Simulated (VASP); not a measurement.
A run of VASP 6.6.1 is set up as follows.

File INCAR:

```
SYSTEM = Pt
ALGO = Fast
EDIFF = 1E-6
ENCUT = 520
GGA = PE
ISIF = 2
ISMEAR = 1
LASPH = .True.
LCHARG = .False.
LREAL = .False.
LWAVE = .False.
NBANDS = 11
NELM = 60
PREC = Accurate
SIGMA = 0.1
```

Contents of KPOINTS:

```
k-points
0
Gamma
  19 19 19
  0 0 0
```

POSCAR

```
Pt
1.0
   -1.5179230000      1.6125670000      1.5726580000
    1.5843750000     -1.5912150000      1.6177570000
    1.5235780000      1.5968700000     -1.5513060000
Pt
1
Direct
   -0.0123120000     -0.0088610000     -0.0124860000
```

Potentials or basis: VASP PAW PBE potentials, release 64 (Pt).

Command:

```sh
$ cat potpaw_PBE.64/Pt/POTCAR > POTCAR
$ mpirun -np 1 vasp_std > vasp.out
```

Q: Predict the pressure.

A: -1.0 GPa.

Q: Predict the band gap on the k mesh.

A: Zero (bands 5 and 6 overlap by 2.29 eV).

Stress tensor (GPa, compression positive):
```
-3.02 -0.10 -5.59
-0.10  0.30 -1.79
-5.59 -1.79 -0.35
```

Caveat: spin-orbit coupling is left out, which moves the levels of the heavy elements.
